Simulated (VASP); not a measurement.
Rb: single point with PBE

Crystal: Rb.

```
CELL_PARAMETERS angstrom
5.78397 0.00000 0.00000
0.00000 5.78397 0.00000
0.00000 0.00000 5.60251
ATOMIC_POSITIONS crystal
Rb 0.00000 0.00000 0.00000
Rb 0.50000 0.50000 0.50000
```

This cell differs from its parent crystal: biaxial strain in the a-b plane: +2.0 %.

| Quantity | Value |
| --- | --- |
| Program | VASP 6.6.1 |
| Task | single point |
| Functional | PBE |
| Potentials or basis | VASP PAW PBE potentials, release 64 (Rb_sv) |
| Cutoff | 520 eV |
| k mesh | 10 × 10 × 10 |
| Occupations | gaussian, width 0.1 eV |
| Spin | no spin polarisation |

```
Pressure               : -0.1 GPa
Band gap on the k mesh : zero (bands 9 and 10 overlap by 1.90 eV)
```

Levels at points of the mesh, in eV from the Fermi level:
```tsv
k point	band 6	band 7	band 8	band 9	band 10	band 11	band 12	band 13
(0.00, 0.00, 0.00)	-12.98	-12.98	-12.98	-1.94	1.22	1.31	3.06	3.06
(0.50, 0.00, 0.00)	-13.01	-13.00	-13.00	-0.64	-0.64	2.31	2.31	2.93
(0.50, 0.50, 0.00)	-13.00	-12.97	-12.97	0.19	0.19	0.70	0.70	2.68
(0.00, 0.00, 0.50)	-13.01	-13.01	-13.01	-0.56	-0.56	2.32	2.32	2.94
(0.50, 0.00, 0.50)	-13.00	-12.98	-12.98	0.25	0.25	0.77	0.77	2.51
(0.50, 0.50, 0.50)	-13.02	-13.02	-13.02	1.27	1.27	1.27	1.27	1.30
```

Run time: 7.9 min on 1 thread of Intel Xeon 8259CL, with other jobs on the host, peak memory 0.49 GiB.

Caveat: the cell differs from its parent crystal (biaxial strain in the a-b plane: +2.0 %).
